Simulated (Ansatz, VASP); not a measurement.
Two plane-wave programs on Ta2N

INCAR

```
ALGO     = Normal         # electronic algorithm
EDIFF    = 1E-7           # SCF threshold, eV
ENCUT    = 520            # plane-wave cutoff, eV
GGA      = PE             # functional
ISIF     = 2              # what is computed and relaxed
ISMEAR   = 0              # smearing method
LASPH    = True           # aspherical terms in the spheres
LCHARG   = False          # write CHGCAR
LREAL    = False          # projectors in reciprocal space
LWAVE    = False          # write WAVECAR
NBANDS   = 20             # bands
NELM     = 100            # most SCF steps
PREC     = Accurate       # precision mode
SIGMA    = 0.15           # smearing width, eV
```

KPOINTS

```
k-points
0
Gamma
  18 18 10
```

POSCAR

```
Ta2N
1.0
    3.1011400584      0.0000000000      0.0000000000
   -1.5505700292      2.6856660713     -0.0268566607
    0.0000000000     -0.0488189004      4.8818900414
Ta N
2 1
Direct
    0.6666666667      0.3333333333      0.7449050326
    0.3333333333      0.6666666667      0.2550949674
    0.0000000000      0.0000000000      0.0000000000
```

Input for Ansatz:

```yaml
crystal:
  lattice:
    - [3.1011400584, 0.0, 0.0]
    - [-1.5505700292, 2.6856660713, -0.0268566607]
    - [0.0, -0.0488189004, 4.8818900414]
  atoms:
    - { symbol: Ta, position: [0.6666666667, 0.3333333333, 0.7449050326] }
    - { symbol: Ta, position: [0.3333333333, 0.6666666667, 0.2550949674] }
    - { symbol: "N", position: [0.0, 0.0, 0.0] }
basis:
  ecutwfc: 420
kpoints:
  mp_grid: { grid: [18, 18, 10] }
hamiltonian:
  xc: pbe
scf:
  occupations: { method: gaussian, width: 0.15 }
output:
  forces: true
  stress: true
  eigenvalues: true
```

Change from the starting cell: strain -0.0200 x Voigt [0, 0, 0, 1, 0, 0], atoms carried along.

Alike in both runs: task single point; functional PBE; k mesh 18 × 18 × 10; occupations gaussian, width 0.15 eV; no spin polarisation.

|  | VASP | Ansatz |
| --- | --- | --- |
| version | VASP 6.6.1 | Ansatz 0.2.0 |
| potentials or method | VASP PAW PBE potentials, release 64 (Ta_pv, N), cutoff 520 eV | scalar-relativistic, plane waves, PAW |
| valence electrons in the cell | 27 | 31 |

Ansatz gave:

| Property | Result |
| --- | --- |
| gap on the k mesh at the Fermi level (eV) | none |
| pressure (GPa) | 0.1 |
| traceless stress, the component that is largest in VASP (GPa) | 3.05 |
| rms of the force components (eV/Å) | 0.043 |

Estimate VASP's values.

gap on the k mesh at the Fermi level (eV): none; pressure (GPa): 0.6; traceless stress, the component that is largest in VASP (GPa): 3.06; rms of the force components (eV/Å): 0.049.

Atom by atom the forces differ by 0.022 eV/Å (rms over components). A gap of «none» marks a metal or a gap that the smearing closes. VASP's potentials hold 27 valence electrons a cell and Ansatz's 31, so a difference there can come from the potentials and not from the codes.

Spin-orbit coupling is off throughout.
